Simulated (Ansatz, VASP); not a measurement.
**Co2PtO4: VASP beside Ansatz**

```xyz
7
Lattice="2.8102 0.0000 0.0000 -1.4051 2.4337 0.0000 0.0000 0.0000 22.8253" Properties=species:S:1:pos:R:3 pbc="T T T"
O     0.0000    0.0000    7.5491
O     1.4051    0.8112    9.4248
O     1.4051    0.8112   13.4005
O     0.0000    1.6225   15.2763
Co    0.0000    1.6225    8.4280
Co    0.0000    0.0000   14.3973
Pt    1.4051    0.8112   11.4127
```

Alike in both runs: functional PBEsol; k mesh 12 × 12 × 1; occupations gaussian, width 0.1 eV; no spin polarisation.

Ansatz relaxed the structure, and its values are those at the end. VASP's run is a single point on that final structure, the one shown.

|  | VASP | Ansatz |
| --- | --- | --- |
| version | VASP 6.6.1 | Ansatz 0.2.0 |
| potentials or method | VASP PAW PBE potentials, release 64 (O, Co, Pt), cutoff 520 eV | scalar-relativistic, plane waves, PAW |
| valence electrons in the cell | 52 | 76 |

```csv
,VASP,Ansatz,Ansatz less VASP
gap on the k mesh at the Fermi level (eV),none,none,-
rms of the force components (eV/Å),0.015,0.006,-0.0086
```

VASP's potentials were made for PBE, not for PBEsol. A gap of «none» marks a metal or a gap that the smearing closes. VASP's potentials hold 52 valence electrons a cell and Ansatz's 76, so a difference there can come from the potentials and not from the codes. Ansatz's warnings: xc potential rough in thin density.

Spin-orbit coupling is off throughout.
